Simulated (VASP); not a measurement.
Input of a VASP 6.6.1 run:

File POSCAR:

```
CsH
1.0
    0.0000000000      3.1880000000      3.0604800000
    3.1880000000      0.0000000000      3.0604800000
    3.1880000000      3.1880000000      0.0000000000
Cs H
1 1
Direct
    0.0000000000      0.0000000000      0.0000000000
    0.5000000000      0.5000000000      0.5000000000
```

File INCAR.step1:

```
ALGO = Normal ; EDIFF = 1E-4
ENCUT = 520 ; GGA = PE
ISMEAR = 0 ; LASPH = True
LCHARG = False ; LREAL = False
LWAVE = True ; NBANDS = 12
NELM = 100 ; PREC = Accurate
SIGMA = 0.05
```

The input INCAR.step2:

```
ALGO = Normal ; EDIFF = 1E-6
ENCUT = 520 ; ISIF = 2
ISMEAR = 0 ; ISTART = 1
LASPH = True ; LCHARG = False
LMIXTAU = True ; LREAL = False
LWAVE = False ; METAGGA = R2SCAN
NBANDS = 12 ; NELM = 100
PREC = Accurate ; SIGMA = 0.05
```

KPOINTS

```
k-points
0
Gamma
  6 6 6
```

Potentials or basis: VASP PAW PBE potentials, release 64 (Cs_sv, H).

Launch:

```sh
$ cat potpaw_PBE.64/Cs_sv/POTCAR potpaw_PBE.64/H/POTCAR > POTCAR
$ cp INCAR.step1 INCAR
$ mpirun -np 1 vasp_std > vasp.out
$ cp INCAR.step2 INCAR
$ mpirun -np 1 vasp_std > vasp.out
```

Problem. Predict the band gap on the k mesh.

Solution. 2.60 eV, direct.

Problem. Predict the pressure.

Solution. 0.5 GPa.

Stress tensor (GPa, compression positive):
```
0.14 0.00 0.00
0.00 0.14 0.00
0.00 0.00 1.32
```

Caveat: the cell differs from its parent crystal (strain +0.000 along x and y, -0.040 along z); the PAW data sets were made with another functional, which shifts forces and pressure a little; spin-orbit coupling is left out, which moves the levels of the heavy elements. A k mesh can miss the band edges.
